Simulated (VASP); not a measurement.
# Cu16N in VASP: notebook

Cu16N is run at these levels: PBE; tasks: single point.

Everything below comes from runs of VASP 6.6.1. Logs are shortened: lines on timing, memory, paths and dates and some standing lists are left out, and cuts for length are marked.

## 1. The cell of the first run

The cell holds a slab with vacuum, 17 atoms: a = 5.105 Å, b = 5.105 Å, c = 18.253 Å, α = 90.00°, β = 90.00°, γ = 60.00°.

## 2. Single point, PBE

INCAR

```
PREC = Accurate
ENCUT = 520
EDIFF = 1E-6
ISMEAR = -1
SIGMA = 0.1
LREAL = Auto
LASPH = T
NELM = 80
ALGO = Normal
ISIF = 2
LWAVE = F
LCHARG = F
GGA = PE
NBANDS = 104
```

KPOINTS

```
Automatic mesh
0
Gamma
  3 3 1
```

POSCAR

```
Cu16N
1.0
    5.1053110000      0.0000000000      0.0000000000
    2.5526550000      4.4213290000      0.0000000000
    0.0000000000      0.0000000000     18.2527030000
Cu N
16 1
Direct
    0.0000000000      0.0000000000      0.0547864062
    0.5000087164      0.0000000000      0.0547864062
   -0.0000094012      0.5000080293      0.0547864062
    0.4999993152      0.5000080293      0.0547864062
    0.0695820339      0.2304510703      0.1800664811
    0.5188749382      0.2715925460      0.1731962658
   -0.0053074025      0.7555646730      0.1713335280
    0.5366030785      0.7563789078      0.1990938000
   -0.2737216591      0.3521565575      0.2991009058
    0.2187092654      0.4084066126      0.2994570174
   -0.3152067022      0.9030316450      0.3114278472
    0.1888133500      0.9507548522      0.3360269435
   -0.0817934630      0.0734846920      0.4682648921
    0.4525917266      0.0924835044      0.4267094030
   -0.0114421345      0.5276920130      0.4236906720
    0.4624002624      0.5473919720      0.4128100917
    0.7106261028      0.4634126979      0.4857910634
```

Potentials or basis: VASP PAW PBE potentials, release 64 (Cu, N).

The run is started by

```sh
$ cat potpaw_PBE.64/Cu/POTCAR potpaw_PBE.64/N/POTCAR > POTCAR
$ mpirun -np 1 vasp_std > vasp.out
```

OUTCAR:

```text
PREC = Accurate
   ENCUT = 520
   EDIFF = 1E-6
   ISMEAR = -1
   LREAL = Auto
   LASPH = T
   NELM = 80
   ISIF = 2
   GGA = PE

 ion  position               nearest neighbor table
   1  0.000  0.000  0.055-   7 2.47   2 2.55   4 2.55   3 2.55   3 2.55   4 2.55   2 2.55   5 2.68

   2  0.500  0.000  0.055-   3 2.55   1 2.55   4 2.55   4 2.55   1 2.55   3 2.55   6 2.60
   3  1.000  0.500  0.055-   7 2.49   2 2.55   4 2.55   1 2.55   1 2.55   4 2.55   2 2.55   5 2.60

   4  0.500  0.500  0.055-   6 2.43   3 2.55   1 2.55   2 2.55   2 2.55   1 2.55   3 2.55
   5  0.070  0.230  0.180-   6 2.41   8 2.43   7 2.52   3 2.60  10 2.62   7 2.64   9 2.66   1 2.68
                             6 2.72   8 2.73
   6  0.519  0.272  0.173-   5 2.41   4 2.43   7 2.54   8 2.57   7 2.58   2 2.60   8 2.63   9 2.65
                            10 2.66   5 2.72
   7  0.995  0.756  0.171-   8 2.39   1 2.47   3 2.49   5 2.52   6 2.54   6 2.58   5 2.64
   8  0.537  0.756  0.199-   7 2.39   5 2.43  11 2.43   9 2.56   6 2.57   6 2.63   5 2.73
   9  0.726  0.352  0.299-  12 2.32  16 2.40  11 2.42  10 2.46   8 2.56   6 2.65   5 2.66  10 2.67
                            11 2.72
  10  0.219  0.408  0.299-   9 2.46  15 2.49  11 2.50  12 2.51   5 2.62  11 2.64   6 2.66   9 2.67
                            16 2.69  14 2.74  12 2.78
  11  0.685  0.903  0.311-  14 2.37   9 2.42   8 2.43  12 2.46  10 2.50  10 2.64  15 2.70   9 2.72
                            12 2.74
  12  0.189  0.951  0.336-  16 2.30   9 2.32  14 2.46  11 2.46  10 2.51  13 2.69  11 2.74  10 2.78

  13  0.918  0.073  0.468-  17 1.75  14 2.45  16 2.58  15 2.65  12 2.69  15 2.75
  14  0.453  0.092  0.427-  15 2.30  16 2.36  11 2.37  13 2.45  12 2.46  10 2.74  16 2.77
  15  0.989  0.528  0.424-  17 1.97  14 2.30  16 2.48  10 2.49  16 2.64  13 2.65  11 2.70  13 2.75

  16  0.462  0.547  0.413-  17 1.74  12 2.30  14 2.36   9 2.40  15 2.48  13 2.58  15 2.64  10 2.69
                            14 2.77
  17  0.711  0.463  0.486-  16 1.74  13 1.75  15 1.97

  LATTYP: Found a hexagonal cell.
 ALAT       =     5.1053107325
 C/A-ratio  =     3.5752384050

  Lattice vectors:

 A1 = (  -2.5526550000,  -4.4213290000,   0.0000000000)
 A2 = (   5.1053110000,   0.0000000000,   0.0000000000)
 A3 = (   0.0000000000,   0.0000000000,  18.2527030000)

Analysis of symmetry for initial positions (statically):
=====================================================================
 Subroutine PRICEL returns:
 Original cell was already a primitive cell.

 Routine SETGRP: Setting up the symmetry group for a
 hexagonal supercell.

 Subroutine GETGRP returns: Found  1 space group operations
 (whereof  1 operations were pure point group operations)
 out of a pool of 24 trial point group operations.

The static configuration has the point symmetry C_1 .

Analysis of symmetry for dynamics (positions and initial velocities):
=====================================================================
 Subroutine PRICEL returns:
 Original cell was already a primitive cell.

 Routine SETGRP: Setting up the symmetry group for a
 hexagonal supercell.

 Subroutine GETGRP returns: Found  1 space group operations
 (whereof  1 operations were pure point group operations)
 out of a pool of 24 trial point group operations.

The dynamic configuration has the point symmetry C_1 .

 Subroutine INISYM returns: Found  1 space group operations
 (whereof  1 operations are pure point group operations),
 and found     1 'primitive' translations

----------------------------------------------------------------------------------------

                                     Primitive cell

  volume of cell :     412.0048

  direct lattice vectors                    reciprocal lattice vectors
     5.105311000  0.000000000  0.000000000     0.195874453 -0.113088147  0.000000000
     2.552655000  4.421329000  0.000000000     0.000000000  0.226176337  0.000000000
     0.000000000  0.000000000 18.252703000     0.000000000  0.000000000  0.054786406

  length of vectors
     5.105311000  5.105310732 18.252703000     0.226176326  0.226176337  0.054786406

  position of ions in fractional coordinates (direct lattice)
     0.000000000  0.000000000  0.054786406
     0.500008716  0.000000000  0.054786406
     0.999990599  0.500008029  0.054786406
     0.499999315  0.500008029  0.054786406
     0.069582034  0.230451070  0.180066481
     0.518874938  0.271592546  0.173196266
[... 9 lines left out ...]
     0.462400262  0.547391972  0.412810092
     0.710626103  0.463412698  0.485791063

  ion indices of the primitive-cell ions
   primitive index   ion index
                 1           1
                 2           2
                 3           3
                 4           4
                 5           5
                 6           6
[... 9 lines left out ...]
                16          16
                17          17

[... 69 lines left out ...]
   IMIX   =      4    mixing-type and parameters
     AMIX     =   0.40;   BMIX     =  1.00
     AMIX_MAG =   1.60;   BMIX_MAG =  1.00
  volume/ion in A,a.u.               =      24.24       163.55
  Fermi-wavevector in a.u.,A,eV,Ry     =   1.244515  2.351793 21.072957  1.548819
  Thomas-Fermi vector in A             =   2.378779
   LORBIT       =      0    0 simple, 1 ext, 2 COOP (PROOUT), +10 PAW based schemes
   GGA     = PE    functional components
   LHFCALC =     F    Hartree Fock is set to
   AEXX    =    0.0000 exact exchange contribution
   IVDW    =     0    specifies the selected vdW correction
   LEPSILON=     F    determine dielectric tensor
   LRPA    =     F    only Hartree local field effects (RPA)
 non-spin polarized calculation
  energy-cutoff  :      520.00
  volume of cell :      412.00
 maximum number of plane-waves:     11131
 NGX is ok and might be reduce to    40
   NGX = 19   NGY = 19   NGZ = 67

 number of electron     181.0000012 magnetization

 Free energy of the ion-electron system (eV)
  ---------------------------------------------------
  ext. energy  EPLUGINS =         0.00000000
  ---------------------------------------------------
  free energy    TOTEN  =       -60.12847633 eV

  energy without entropy =      -59.85067668  energy(sigma->0) =      -59.98957651

 E-fermi :   1.0226     XC(G=0):  -7.1960

 val. band max:        0.9720151454   @ k =   0.0000   0.3333   0.0000
 cond. band min:       1.0255237054   @ k =   0.3333   0.3333   0.0000
 fundamental gap:      0.0535085599
 Fermi energy:         1.0225898418

 k-point     1 :       0.0000    0.0000    0.0000
  band No.  band energies     occupation
      1     -13.5889      2.00000
      2      -7.3231      2.00000
      3      -6.3174      2.00000
      4      -4.7745      2.00000
      5      -4.4375      2.00000
      6      -4.3342      2.00000
[... 94 lines left out ...]
    101       4.2932      0.00000
    102       4.6612      0.00000

 k-point     2 :       0.3333    0.0000    0.0000
  band No.  band energies     occupation
      1     -13.5531      2.00000
      2      -6.4989      2.00000
      3      -5.6227      2.00000
      4      -4.6503      2.00000
      5      -4.3093      2.00000
      6      -4.1763      2.00000
[... 94 lines left out ...]
    101       5.2098      0.00000
    102       5.4810      0.00000

 k-point     3 :       0.3333    0.3333    0.0000
  band No.  band energies     occupation
      1     -13.5532      2.00000
      2      -6.4967      2.00000
      3      -5.6053      2.00000
      4      -4.6636      2.00000
      5      -4.4182      2.00000
      6      -4.1783      2.00000
[... 94 lines left out ...]
    101       5.1234      0.00000
    102       5.5122      0.00000

 k-point     4 :       0.0000    0.3333    0.0000
  band No.  band energies     occupation
      1     -13.5552      2.00000
      2      -6.4886      2.00000
      3      -5.5892      2.00000
      4      -4.6985      2.00000
      5      -4.3243      2.00000
      6      -4.2253      2.00000
[... 94 lines left out ...]
    101       5.0318      0.00000
    102       5.6175      0.00000

 k-point     5 :      -0.3333    0.3333    0.0000
  band No.  band energies     occupation
      1     -13.5364      2.00000
      2      -5.2802      2.00000
      3      -4.9895      2.00000
      4      -4.8848      2.00000
      5      -4.6078      2.00000
      6      -4.4446      2.00000
[... 94 lines left out ...]
    101       4.9881      0.00000
    102       5.1412      0.00000
 [bands above 102 left out]

------------------------ aborting loop because EDIFF is reached ----------------------------------------

  FORCE on cell =-STRESS in cart. coord.  units (eV):
  Direction    XX          YY          ZZ          XY          YZ          ZX
  --------------------------------------------------------------------------------------
  -------------------------------------------------------------------------------------
  Total       -1.8762736     -1.0657649     -3.2766444     -2.7364409     -2.2819604      2.4450265
  in kB       -7.2963308     -4.1444775    -12.7420019    -10.6412936     -8.8739393      9.5080603
  external PRESSURE =      -8.0609367 kB  Pullay stress =       0.0000000 kB

 VOLUME and BASIS-vectors are now :
 -----------------------------------------------------------------------------
  energy-cutoff  :      520.00
  volume of cell :      412.00
      direct lattice vectors                 reciprocal lattice vectors
     5.105311000  0.000000000  0.000000000     0.195874453 -0.113088147  0.000000000
     2.552655000  4.421329000  0.000000000     0.000000000  0.226176337  0.000000000
     0.000000000  0.000000000 18.252703000     0.000000000  0.000000000  0.054786406

 POSITION                                       TOTAL-FORCE (eV/Angst)
 -----------------------------------------------------------------------------------
      0.00000      0.00000      1.00000         0.066774      0.125976      0.068737
      2.55270      0.00000      1.00000        -0.067093     -0.054294      0.446221
      6.38161      2.21070      1.00000         0.005826     -0.080254      0.011939
      3.82900      2.21070      1.00000         0.060078      0.280320      0.015244
      0.94350      1.01890      3.28670        -0.910572      0.144370      0.156646
      3.34230      1.20080      3.16130         0.454500     -0.191731      0.493760
[... 9 lines left out ...]
      3.75800      2.42020      7.53490        -1.151854      0.790988     -0.268412
      4.81090      2.04890      8.86700         1.805994      0.742049      0.947987
 -----------------------------------------------------------------------------------
    total drift:                               -0.002028     -0.000591     -0.002178

  FREE ENERGIE OF THE ION-ELECTRON SYSTEM (eV)
  ---------------------------------------------------
  free  energy   TOTEN  =       -60.1284763337 eV

  energy  without entropy=      -59.8506766797  energy(sigma->0) =      -59.98957651
```

It took 18 min on 1 thread of Intel Xeon Platinum 8259CL at 2.50GHz (Skylake/Cascade Lake), shared host; peak memory 0.56 GiB.

Results:

```
Free energy            : -60.1285 eV
Largest force          : 2.170 eV/Å
Band gap on the k mesh : zero (an odd number of electrons rules out a gap without spin polarisation)
```

Forces in eV/Å, atoms in the order of the input:
```
Cu   0.067  0.126  0.069
Cu  -0.067 -0.054  0.446
Cu   0.006 -0.080  0.012
Cu   0.060  0.280  0.015
Cu  -0.911  0.144  0.157
Cu   0.455 -0.192  0.494
Cu   0.732  0.055  0.584
Cu  -0.585 -0.383 -0.220
Cu   0.289  0.951 -0.876
Cu  -0.129  0.591 -0.411
Cu   0.640 -0.843 -0.402
Cu  -0.503 -0.313 -0.593
Cu   0.606 -1.649 -0.716
Cu  -0.174 -1.311  0.418
Cu  -1.140  1.144  0.345
Cu  -1.152  0.791 -0.268
N    1.806  0.742  0.948
```

Caveat: the k points lie up to 0.47 Å⁻¹ apart, too coarse for converged energies and pressures of a metal; the atoms stand as in a frame of molecular dynamics; there is no dipole correction, which matters where the two faces differ. With open d or f shells a metallic result of PBE can be an artefact of self-interaction; +U or a hybrid may open a gap.

## 3. Single point, PBE

INCAR

```
PREC = Accurate ; ENCUT = 520
EDIFF = 1E-7 ; ISMEAR = -1
SIGMA = 0.1 ; LREAL = Auto
LASPH = T ; NELM = 100
ALGO = Normal ; ISIF = 2
LWAVE = F ; LCHARG = T
GGA = PE ; LELF = T
LVHAR = T ; NBANDS = 104
```

KPOINTS

```
regular mesh
0
Gamma
  3 3 1
```

POSCAR

```
Cu16N
1.0
    5.1053110000      0.0000000000      0.0000000000
    2.5526550000      4.4213290000      0.0000000000
    0.0000000000      0.0000000000     18.2527030000
Cu N
16 1
Direct
    0.0000000000      0.0000000000      0.0547864062
    0.5000087164      0.0000000000      0.0547864062
   -0.0000094012      0.5000080293      0.0547864062
    0.4999993152      0.5000080293      0.0547864062
    0.1505412695      0.1433957980      0.1752452774
    0.5795999349      0.2304510703      0.1715910241
    0.0778892952      0.6970980897      0.1629676438
    0.6225486017      0.6780766598      0.1816881587
   -0.1891239017      0.3145886678      0.2826923771
    0.2805290680      0.4462459138      0.2796572102
   -0.2278633250      0.8828114804      0.2752414259
    0.2985631865      0.8757321611      0.2844510208
   -0.0306807387     -0.0101326999      0.4082628200
    0.4870717364      0.0372738604      0.3919419496
    0.0635096254      0.4858720082      0.4056549871
    0.5039343020      0.5484323831      0.4034635309
    0.8419597977      0.3537624094      0.4540697342
```

Potentials or basis: VASP PAW PBE potentials, release 64 (Cu, N).

The run is started by

```sh
$ cat potpaw_PBE.64/Cu/POTCAR potpaw_PBE.64/N/POTCAR > POTCAR
$ mpirun -np 1 vasp_std > vasp.out
```

It took 27 min on 1 thread of Intel Xeon 8259CL, shared host; peak memory 0.57 GiB.

The run converged. Its results:

- Free energy: -60.8944 eV
- Largest force: 2.013 eV/Å
- Band gap on the k mesh: zero (an odd number of electrons rules out a gap without spin polarisation)

Forces on the atoms (eV/Å):
```
Cu  -0.052  0.233 -0.180
Cu  -0.050 -0.082  0.283
Cu  -0.353 -0.293 -0.266
Cu   0.020  0.182  0.028
Cu  -0.398  1.151 -0.857
Cu   0.460 -0.771 -0.677
Cu   0.718  0.187  0.298
Cu  -0.114 -0.508 -1.453
Cu   0.739  1.262  0.592
Cu  -1.096 -1.563  0.636
Cu   0.102 -0.452  1.007
Cu   0.189  0.422  1.153
Cu   1.150  0.150 -0.276
Cu   0.095 -0.767 -0.149
Cu  -1.046  1.107 -0.164
Cu  -0.875  0.234 -0.572
N    0.512 -0.491  0.595
```

Levels at points of the mesh, in eV from the Fermi level:
| k point | band 87 | band 88 | band 89 | band 90 | band 91 | band 92 | band 93 | band 94 | band 95 | band 96 |
| --- | --- | --- | --- | --- | --- | --- | --- | --- | --- | --- |
| (0.00, 0.00, 0.00) | -0.82 | -0.68 | -0.08 | 0.01 | 0.28 | 0.77 | 0.81 | 0.91 | 0.99 | 1.23 |

Caveat: the k points lie up to 0.47 Å⁻¹ apart, too coarse for converged energies and pressures of a metal; there is no dipole correction, which matters where the two faces differ.

## 4. Single point, PBE

INCAR

```
  ALGO = Normal
  EDIFF = 1E-6
  ENCUT = 520
  GGA = PE
  ISIF = 2
  ISMEAR = -1
  LASPH = T
  LCHARG = T
  LELF = T
  LREAL = Auto
  LVHAR = T
  LWAVE = F
  NBANDS = 104
  NELM = 100
  PREC = Accurate
  SIGMA = 0.1
```

KPOINTS

```
k-points
0
Gamma
  3 3 1
```

POSCAR

```
Cu16N
1.0
    5.1053110000      0.0000000000      0.0000000000
    2.5526550000      4.4213290000      0.0000000000
    0.0000000000      0.0000000000     18.2527030000
Cu N
16 1
Direct
    0.0000000000      0.0000000000      0.0547864062
    0.5000087164      0.0000000000      0.0547864062
   -0.0000094012      0.5000080293      0.0547864062
    0.4999993152      0.5000080293      0.0547864062
    0.0673494866      0.2069061135      0.1682326174
    0.5541860007      0.2202052822      0.1623759506
    0.0374197758      0.7367468017      0.1650878777
    0.5895123386      0.6672880485      0.1665725893
   -0.2175319062      0.3965549725      0.2939400263
    0.2255480520      0.4335121860      0.2878532566
   -0.2516298995      0.8956356788      0.2827800354
    0.2520189342      0.9306251582      0.3016429950
    0.0026279073      0.0015606167      0.4114952180
    0.5052369825      0.0368667430      0.3932184729
    0.0108068108      0.5341606562      0.4086627608
    0.5149026621      0.5561902315      0.4061973725
    0.8415045743      0.3563182021      0.4620137631
```

The run is started by

```sh
$ cat potpaw_PBE.64/Cu/POTCAR potpaw_PBE.64/N/POTCAR > POTCAR
$ mpirun -np 1 vasp_std > vasp.out
```

It took 25 min on 1 thread of Intel Xeon 8259CL, shared host; peak memory 0.57 GiB.

It converged, with:

```
Free energy            : -60.9589 eV
Largest force          : 2.023 eV/Å
Band gap on the k mesh : zero (an odd number of electrons rules out a gap without spin polarisation)
```

Forces in eV/Å, atoms in the order of the input:
```
Cu  -0.034  0.076 -0.540
Cu  -0.281 -0.207 -0.413
Cu  -0.091 -0.089 -0.367
Cu  -0.243  0.181 -0.862
Cu   0.498 -0.306  0.841
Cu  -0.206 -0.275  1.340
Cu   0.615 -0.554  0.801
Cu   0.019  1.219  0.998
Cu  -1.110 -0.006 -1.030
Cu   1.428 -0.383 -0.661
Cu   0.541  0.454 -0.920
Cu  -0.286 -0.986 -1.743
Cu   0.020  0.367  0.566
Cu   0.067  0.816  1.149
Cu   0.460 -0.025  0.172
Cu  -1.788  0.107  0.149
N    0.393 -0.388  0.522
```

Levels at points of the mesh, in eV from the Fermi level:
```csv
k point,band 89,band 90,band 91,band 92,band 93,band 94
"(0.00, 0.00, 0.00)",-0.20,0.14,0.27,0.62,0.72,0.85
```

Caveat: the k points lie up to 0.47 Å⁻¹ apart, too coarse for converged energies and pressures of a metal; there is no dipole correction, which matters where the two faces differ. With open d or f shells a metallic result of PBE can be an artefact of self-interaction; +U or a hybrid may open a gap.

## 5. Overview

| cell | gap on the mesh (eV) | largest force (eV/Å) |
| --- | --- | --- |
| as given, atomic positions A | none | 2.17 |
| as given, atomic positions B | none | 2.01 |
| as given, atomic positions C | none | 2.02 |

Alike in all rows: task single point; level PBE; potentials or basis VASP PAW PBE potentials, release 64 (Cu, N); no spin polarisation; k mesh 3 × 3 × 1; cutoff (eV) 520; smearing fermi-dirac 0.1 eV.

Caveats: all runs use coarse meshes; there is no dipole correction, which matters where the two faces differ; the atoms stand as in a frame of molecular dynamics (at least some runs).

Total energies depend on the potentials used, so only differences within one code and one set of settings carry meaning.

The gap in the log of VASP goes by the Fermi energy; the results here count the filled bands.